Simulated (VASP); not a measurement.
Set up this calculation in VASP 6.6.1, as the native input.

```
Task                   : single point
Functional             : PBE
Potentials or basis    : VASP PAW PBE potentials, release 64 (Co, O)
Cutoff                 : 520 eV
k mesh                 : 12 × 12 × 12
Occupations            : fermi-dirac, width 0.05 eV
Spin                   : collinear spin, ferromagnetic start
Starting moments       : [2.0, 0.0] μB
Dipole correction      : no
Further INCAR settings : ALGO = Normal; EDIFF = 1e-07; NBANDS = 18
```

The structure of CoO lies in POSCAR:

```
CoO
1.0
   -1.5375765848      1.5375765848      2.1485794871
    1.5375765848     -1.5375765848      2.1485794871
    1.5375765848      1.5375765848     -2.1485794871
Co O
1 1
Direct
    0.0000000000      0.0000000000      0.0000000000
    0.5000000000      0.5000000000      0.0000000000
```

These files were run (other wordings do the same):

INCAR

```
SYSTEM = CoO
PREC     = Accurate       ! precision mode
ENCUT    = 520            ! plane-wave cutoff, eV
EDIFF    = 1E-7           ! SCF threshold, eV
ISMEAR   = -1             ! smearing method
SIGMA    = 0.05           ! smearing width, eV
LREAL    = .False.        ! projectors in reciprocal space
LASPH    = .True.         ! aspherical terms in the spheres
NELM     = 150            ! most SCF steps
ALGO     = Normal         ! electronic algorithm
ISIF     = 2              ! what is computed and relaxed
LWAVE    = .False.        ! write WAVECAR
LCHARG   = .True.         ! write CHGCAR
ISPIN    = 2              ! spin polarisation
MAGMOM   = 2 0            ! initial moments
LORBIT   = 11             ! projections on sites
LMAXMIX  = 4              ! l up to which the mixer works
GGA      = PE             ! functional
LELF     = .True.         ! ELF
LVHAR    = .True.       
NBANDS   = 18             ! bands
```

KPOINTS

```
Automatic mesh
0
Gamma
  12 12 12
  0 0 0
```

Potentials or basis: VASP PAW PBE potentials, release 64 (Co, O).

Run with:

```sh
$ cat potpaw_PBE.64/Co/POTCAR potpaw_PBE.64/O/POTCAR > POTCAR
$ mpirun -np 1 vasp_std > vasp.out
```

Results of the run:

| Property | Result |
| --- | --- |
| Pressure | -9.5 GPa |
| Band gap on the k mesh | zero (filled and empty bands overlap) |
| Net moment | 2.98 μB per cell |
| Site moments | Co +2.61; O +0.31 μB |
| Valence electrons inside the program's atomic spheres | Co 7.71; O 4.96 |

Caveat: the cell stands under tension; a cell with one magnetic atom can't hold antiferromagnetic order, which such compounds often take; semilocal functionals often make such compounds metallic where correlation or magnetic order opens a gap, which also shifts bond lengths.

It took 110 s on 1 thread of AMD EPYC 9R45 96-Core Processor (Zen 5), on a shared host, peak memory 0.19 GiB.
